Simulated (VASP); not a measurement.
RbH6Pt, 8 atoms in the cell. The structure is hexagonal, space group P6/mmm (No. 191). The conventional cell has a = 7.417 Å, b = 7.417 Å, c = 6.016 Å, α = 90.00°, β = 90.00°, γ = 120.00°. Within 4.0 Å of Rb (site symmetry 6/mmm) lie 2 Pt at 3.01 Å and 12 H at 3.73 Å. Within 1.0 Å of H (site symmetry mm2) lie 1 H at 0.75 Å. Within 4.0 Å of Pt (site symmetry 6/mmm) lie 2 Rb at 3.01 Å. The cell was generated, and may not be a known phase.

```yaml
Program: VASP 6.6.1
Task: single point
Functional: PBE
Potentials_or_basis: VASP PAW PBE potentials, release 64 (Rb_sv, H, Pt)
Cutoff: 520 eV
k_mesh: 6 × 6 × 6
Occupations: gaussian, width 0.1 eV
Spin: no spin polarisation
Dipole_correction: no
Further_INCAR_settings: ALGO = Fast; EDIFF = 1e-06; NBANDS = 22
```

Potentials or basis: VASP PAW PBE potentials, release 64 (Rb_sv, H, Pt).

Run with:

```bash
$ cat potpaw_PBE.64/Rb_sv/POTCAR potpaw_PBE.64/H/POTCAR potpaw_PBE.64/Pt/POTCAR > POTCAR
$ mpirun -np 1 vasp_std > vasp.out
```

Hardware: 1 thread of Oxide Virtual Turin-like Processor, with other jobs on the host.

Task: Estimate the wall time of this run.

Result: It took 6.8 min on 1 thread of Oxide Virtual Turin-like Processor, with other jobs on the host, peak memory 0.46 GiB. Counts: scf iterations 19, k points 28.
